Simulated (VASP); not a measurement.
# Rh: single point with PBE

The system is Rh.

```
Rh
1.0
     0.00000    1.93373    1.93373
     1.93373    0.00000    1.93373
     1.93373    1.93373    0.00000
Rh
1
Direct
  0.00000 0.00000 0.00000
```

| Quantity | Value |
| --- | --- |
| Program | VASP 6.6.1 |
| Task | single point |
| Functional | PBE |
| Potentials or basis | VASP PAW PBE potentials, release 64 (Rh_pv) |
| Cutoff | 520 eV |
| k mesh | 24 × 24 × 24 |
| Occupations | gaussian, width 0.1 eV |
| Spin | no spin polarisation |

```
Pressure               : -7.0 GPa
Band gap on the k mesh : zero (an odd number of electrons rules out a gap without spin polarisation)
```

Levels at points of the mesh, in eV from the Fermi level:
| k point | band 5 | band 6 | band 7 | band 8 | band 9 | band 10 |
| --- | --- | --- | --- | --- | --- | --- |
| (0.00, 0.00, 0.00) | -2.84 | -2.84 | -2.84 | -0.92 | -0.92 | 16.02 |
| (0.50, 0.00, 0.00) | -2.91 | -2.91 | 0.52 | 0.52 | 0.80 | 8.14 |
| (0.50, 0.50, 0.00) | -5.50 | 0.49 | 0.90 | 0.90 | 3.21 | 11.65 |

Run time: 100 s on 1 thread of Intel Xeon 8259CL, with other jobs on the host, peak memory 0.19 GiB.

Caveat: the cell stands under tension.
